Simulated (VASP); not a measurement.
# Sn (Pm-3n) in VASP: a series of runs

Runs on Sn. Level: RPBE. Tasks: single point.

Everything below comes from runs of VASP 6.6.1. Logs are shortened: lines on timing, memory, paths and dates and some standing lists are left out, and cuts for length are marked.

## (1) The cell of the first run

Symmetry: Pm-3n, No. 223, cubic system. Conventional cell: a = 6.194 Å, b = 6.194 Å, c = 6.194 Å, α = 90.00°, β = 90.00°, γ = 90.00°. Sn (site symmetry m-3) has 12 Sn at 3.46 Å within 4.6 Å. Sn (site symmetry -4m2) has 14 Sn at 3.10 to 3.79 Å within 4.1 Å.

## (2) Single point, RPBE

Input file INCAR:

```
PREC     = Accurate       # precision mode
ENCUT    = 520            # plane-wave cutoff, eV
EDIFF    = 1E-6           # SCF threshold, eV
ISMEAR   = -1             # smearing method
SIGMA    = 0.1            # smearing width, eV
LREAL    = F              # projectors in reciprocal space
LASPH    = T              # aspherical terms in the spheres
NELM     = 100            # most SCF steps
ALGO     = Normal         # electronic algorithm
ISIF     = 2              # what is computed and relaxed
LWAVE    = F              # write WAVECAR
LCHARG   = F              # write CHGCAR
GGA      = RP             # functional
NBANDS   = 66             # bands
```

Input file KPOINTS:

```
regular mesh
0
Gamma
  4 4 4
```

Input file POSCAR:

```
Sn
1.0
    6.1937733291      0.0000000000      0.0000000000
    0.0000000000      6.1937733291      0.0000000000
    0.0000000000      0.0000000000      6.1937733291
Sn
8
Direct
    0.0000000000      0.0000000000      1.0000000000
    0.5000000000      0.5000000000      0.5000000000
    0.2500000000      1.0000000000      0.5000000000
    0.7500000000      1.0000000000      0.5000000000
    0.5000000000      0.2500000000      1.0000000000
    0.5000000000      0.7500000000      1.0000000000
    0.0000000000      0.5000000000      0.2500000000
    0.0000000000      0.5000000000      0.7500000000
```

Potentials or basis: VASP PAW PBE potentials, release 64 (Sn_d).

Started as:

```console
> cat potpaw_PBE.64/Sn_d/POTCAR > POTCAR
> mpirun -np 1 vasp_std > vasp.out
```

OUTCAR:

```text
PREC = Accurate
   ENCUT = 520
   EDIFF = 1E-6
   ISMEAR = -1
   LREAL = F
   LASPH = T
   NELM = 100
   ISIF = 2
   GGA = RP

 ion  position               nearest neighbor table
   1  0.000  0.000  0.000-   3 3.46   4 3.46   5 3.46   6 3.46   7 3.46   8 3.46   3 3.46   4 3.46
                             7 3.46   8 3.46   5 3.46   6 3.46
   2  0.500  0.500  0.500-   3 3.46   4 3.46   5 3.46   6 3.46   7 3.46   8 3.46   5 3.46   6 3.46
                             3 3.46   4 3.46   7 3.46   8 3.46
   3  0.250  0.000  0.500-   4 3.10   4 3.10   1 3.46   1 3.46   2 3.46   2 3.46
   4  0.750  0.000  0.500-   3 3.10   3 3.10   1 3.46   1 3.46   2 3.46   2 3.46
   5  0.500  0.250  0.000-   6 3.10   6 3.10   1 3.46   2 3.46   2 3.46   1 3.46
   6  0.500  0.750  0.000-   5 3.10   5 3.10   1 3.46   2 3.46   2 3.46   1 3.46
   7  0.000  0.500  0.250-   8 3.10   8 3.10   1 3.46   2 3.46   1 3.46   2 3.46
   8  0.000  0.500  0.750-   7 3.10   7 3.10   1 3.46   2 3.46   1 3.46   2 3.46

  LATTYP: Found a simple cubic cell.
 ALAT       =     6.1937733291

  Lattice vectors:

 A1 = (   6.1937733291,   0.0000000000,   0.0000000000)
 A2 = (   0.0000000000,   6.1937733291,   0.0000000000)
 A3 = (   0.0000000000,   0.0000000000,   6.1937733291)

Analysis of symmetry for initial positions (statically):
=====================================================================
 Subroutine PRICEL returns:
 Original cell was already a primitive cell.

 Routine SETGRP: Setting up the symmetry group for a
 simple cubic supercell.

 Subroutine GETGRP returns: Found 48 space group operations
 (whereof 24 operations were pure point group operations)
 out of a pool of 48 trial point group operations.

The static configuration has the point symmetry T_h .
 The point group associated with its full space group is O_h .

Analysis of symmetry for dynamics (positions and initial velocities):
=====================================================================
 Subroutine PRICEL returns:
 Original cell was already a primitive cell.

 Routine SETGRP: Setting up the symmetry group for a
 simple cubic supercell.

 Subroutine GETGRP returns: Found 48 space group operations
 (whereof 24 operations were pure point group operations)
 out of a pool of 48 trial point group operations.

The dynamic configuration has the point symmetry T_h .
 The point group associated with its full space group is O_h .

 Subroutine INISYM returns: Found 48 space group operations
 (whereof 24 operations are pure point group operations),
 and found     1 'primitive' translations

[... 96 lines left out ...]
   NFREE  =      0    steps in history (QN), initial steepest desc. (CG)
   ISIF   =      2    stress and relaxation
   ISYM   =      2    0-nonsym 1-usesym 2-fastsym
   POTIM  = 0.5000    time-step for ionic-motion
   TEBEG  =    0.0;   TEEND  =   0.0 temperature during run
   PSTRESS=    0.0 pullay stress
   NELECT =     112.0000    total number of electrons
   NUPDOWN=      -1.0000    fix difference up-down
   EMIN   =  10.00;   EMAX   =-10.00  energy-range for DOS
   EFERMI =   0.00;   METHOD = LEGACY
   ISMEAR =    -1;   SIGMA  =   0.10  broadening in eV -4-tet -1-fermi 0-gaus
   EFERMI_NEDOS =   21; number of points for ismear=-14 and -15
   IALGO  =     38    algorithm
   IMIX   =      4    mixing-type and parameters
     AMIX     =   0.40;   BMIX     =  1.00
     AMIX_MAG =   1.60;   BMIX_MAG =  1.00
  volume/ion in A,a.u.               =      29.70       200.43
  Fermi-wavevector in a.u.,A,eV,Ry     =   1.274067  2.407637 22.085605  1.623246
  Thomas-Fermi vector in A             =   2.406855
   LORBIT       =      0    0 simple, 1 ext, 2 COOP (PROOUT), +10 PAW based schemes
   GGA     = RP    functional components
   LHFCALC =     F    Hartree Fock is set to
   AEXX    =    0.0000 exact exchange contribution
   IVDW    =     0    specifies the selected vdW correction
   LEPSILON=     F    determine dielectric tensor
   LRPA    =     F    only Hartree local field effects (RPA)
 non-spin polarized calculation
  energy-cutoff  :      520.00
  volume of cell :      237.61
 maximum number of plane-waves:      6432
 NGX is ok and might be reduce to    48
   NGX = 23   NGY = 23   NGZ = 23

 number of electron     111.9999911 magnetization

 Free energy of the ion-electron system (eV)
  ---------------------------------------------------
  ext. energy  EPLUGINS =         0.00000000
  ---------------------------------------------------
  free energy    TOTEN  =       -26.81830325 eV

  energy without entropy =      -26.60951215  energy(sigma->0) =      -26.71390770

 E-fermi :   7.2221     XC(G=0):  -9.8649

 val. band max:        7.2028678357   @ k =   0.2500   0.0000   0.0000
 cond. band min:       7.2609557284   @ k =   0.2500   0.0000   0.0000
 fundamental gap:      0.0580878927
 Fermi energy:         7.2220678498

 k-point     1 :       0.0000    0.0000    0.0000
  band No.  band energies     occupation
      1     -14.5158      2.00000
      2     -14.5094      2.00000
      3     -14.5094      2.00000
      4     -14.4199      2.00000
      5     -14.4199      2.00000
      6     -14.4199      2.00000
[... 679 lines left out ...]
     65       8.8705      0.00000
     66       8.8705      0.00000

------------------------ aborting loop because EDIFF is reached ----------------------------------------

  FORCE on cell =-STRESS in cart. coord.  units (eV):
  Direction    XX          YY          ZZ          XY          YZ          ZX
  --------------------------------------------------------------------------------------
  -------------------------------------------------------------------------------------
  Total       -0.1718881     -0.1718881     -0.1718881      0.0000000     -0.0000000     -0.0000000
  in kB       -1.1590185     -1.1590185     -1.1590185      0.0000000     -0.0000000     -0.0000000
  external PRESSURE =      -1.1590185 kB  Pullay stress =       0.0000000 kB

 VOLUME and BASIS-vectors are now :
 -----------------------------------------------------------------------------
  energy-cutoff  :      520.00
  volume of cell :      237.61
      direct lattice vectors                 reciprocal lattice vectors
     6.193773329  0.000000000  0.000000000     0.161452470  0.000000000  0.000000000
     0.000000000  6.193773329  0.000000000     0.000000000  0.161452470  0.000000000
     0.000000000  0.000000000  6.193773329     0.000000000  0.000000000  0.161452470

 POSITION                                       TOTAL-FORCE (eV/Angst)
 -----------------------------------------------------------------------------------
      0.00000      0.00000      0.00000         0.000000     -0.000000      0.000000
      3.09689      3.09689      3.09689         0.000000     -0.000000      0.000000
      1.54844      0.00000      3.09689        -0.000000     -0.000000     -0.000000
      4.64533      0.00000      3.09689         0.000000      0.000000      0.000000
      3.09689      1.54844      0.00000         0.000000      0.000000     -0.000000
      3.09689      4.64533      0.00000         0.000000     -0.000000      0.000000
      0.00000      3.09689      1.54844        -0.000000      0.000000      0.000000
      0.00000      3.09689      4.64533        -0.000000      0.000000     -0.000000
 -----------------------------------------------------------------------------------
    total drift:                                0.000000     -0.000000      0.000000

  FREE ENERGIE OF THE ION-ELECTRON SYSTEM (eV)
  ---------------------------------------------------
  free  energy   TOTEN  =       -26.8183032519 eV

  energy  without entropy=      -26.6095121490  energy(sigma->0) =      -26.71390770
```

OSZICAR:

```text
N       E                     dE             d eps       ncg     rms          rms(c)
DAV:   1     0.132677336550E+04    0.13268E+04   -0.54189E+04  1386   0.263E+03
DAV:   2     0.201096485990E+03   -0.11257E+04   -0.11073E+04  1320   0.726E+02
DAV:   3    -0.105100153580E+02   -0.21161E+03   -0.20418E+03  1428   0.243E+02
DAV:   4    -0.262885316656E+02   -0.15779E+02   -0.15274E+02  1472   0.663E+01
DAV:   5    -0.268619671519E+02   -0.57344E+00   -0.56629E+00  1670   0.126E+01    0.360E+00
DAV:   6    -0.268337758546E+02    0.28191E-01   -0.29201E-01  1854   0.354E+00    0.185E+00
DAV:   7    -0.268177122709E+02    0.16064E-01   -0.95670E-02  1474   0.239E+00    0.331E-01
DAV:   8    -0.268180278954E+02   -0.31562E-03   -0.96513E-03  1556   0.114E+00    0.131E-01
DAV:   9    -0.268183066192E+02   -0.27872E-03   -0.29791E-03  1680   0.441E-01    0.346E-02
DAV:  10    -0.268182901847E+02    0.16434E-04   -0.16754E-04  1894   0.118E-01    0.175E-02
DAV:  11    -0.268183027241E+02   -0.12539E-04   -0.43807E-05  1496   0.737E-02    0.525E-03
DAV:  12    -0.268183032519E+02   -0.52776E-06   -0.44132E-06  1334   0.205E-02
   1 F= -.26818303E+02 E0= -.26713908E+02  d E =-.208791E+00
```

stdout:

```text
POSCAR found type information on POSCAR Sn
 POSCAR found :  1 types and       8 ions
 scaLAPACK will be used
 -----------------------------------------------------------------------------
|                                                                             |
|                                                                             |
|     You enforced a specific xc type in the INCAR file but a different       |
|     I HOPE YOU KNOW WHAT YOU ARE DOING!                                     |
|                                                                             |
 -----------------------------------------------------------------------------

 LDA part: xc-table for (Slater+PW92), standard interpolation
 POSCAR, INCAR and KPOINTS ok, starting setup
 FFT: planning ... GRIDC
 FFT: planning ... GRID_SOFT
 FFT: planning ... GRID
 WAVECAR not read
 entering main loop
```

Wall time 78 s (1 thread of Intel Xeon 6975P-C (Granite Rapids), shared host); peak memory 0.36 GiB.

Results:

```yaml
Free_energy: -26.8183 eV
Pressure: -0.1 GPa
Band_gap_on_the_k_mesh: zero (bands 56 and 57 overlap by 1.07 eV)
```

Caveat: the PAW data sets were made with another functional, which shifts forces and pressure a little; spin-orbit coupling is left out, which moves the levels of the heavy elements.

## (3) Single point, RPBE

Input file INCAR:

```
SYSTEM = Sn
PREC     = Accurate       ! precision mode
ENCUT    = 520            ! plane-wave cutoff, eV
EDIFF    = 1E-6           ! SCF threshold, eV
ISMEAR   = -1             ! smearing method
SIGMA    = 0.1            ! smearing width, eV
LREAL    = .FALSE.        ! projectors in reciprocal space
LASPH    = .TRUE.         ! aspherical terms in the spheres
NELM     = 100            ! most SCF steps
ALGO     = Normal         ! electronic algorithm
ISIF     = 2              ! what is computed and relaxed
LWAVE    = .FALSE.        ! write WAVECAR
LCHARG   = .FALSE.        ! write CHGCAR
GGA      = RP             ! functional
NBANDS   = 66             ! bands
```

Input file KPOINTS:

```
Automatic mesh
0
G
  6 6 6
  0 0 0
```

POSCAR is that of step 2.

Potentials or basis: VASP PAW PBE potentials, release 64 (Sn_d).

Started as:

```console
> cat potpaw_PBE.64/Sn_d/POTCAR > POTCAR
> mpirun -np 1 vasp_std > vasp.out
```

Wall time 2.3 min (1 thread of Intel Xeon 6975P-C (Granite Rapids), shared host); peak memory 0.44 GiB.

Results (log left out):

```yaml
Free_energy: -26.9805 eV
Pressure: -0.4 GPa
Band_gap_on_the_k_mesh: zero (bands 56 and 57 overlap by 1.46 eV)
```

Levels at points of the mesh, in eV from the Fermi level:
```tsv
k point	band 53	band 54	band 55	band 56	band 57	band 58	band 59	band 60
(0.00, 0.00, 0.00)	-2.64	-1.38	-1.38	-1.38	-0.27	-0.27	-0.27	-0.26
(0.50, 0.00, 0.00)	-1.59	-1.59	-0.57	-0.57	0.16	0.16	0.64	0.64
(0.50, 0.50, 0.00)	-0.48	-0.37	0.18	0.18	0.34	0.34	0.97	1.20
(0.50, 0.50, 0.50)	-0.07	-0.07	0.38	0.38	1.62	1.62	1.62	1.62
```

Caveat: the PAW data sets were made with another functional, which shifts forces and pressure a little; spin-orbit coupling is left out, which moves the levels of the heavy elements.

The gap in the log of VASP goes by the Fermi energy; the results here count the filled bands.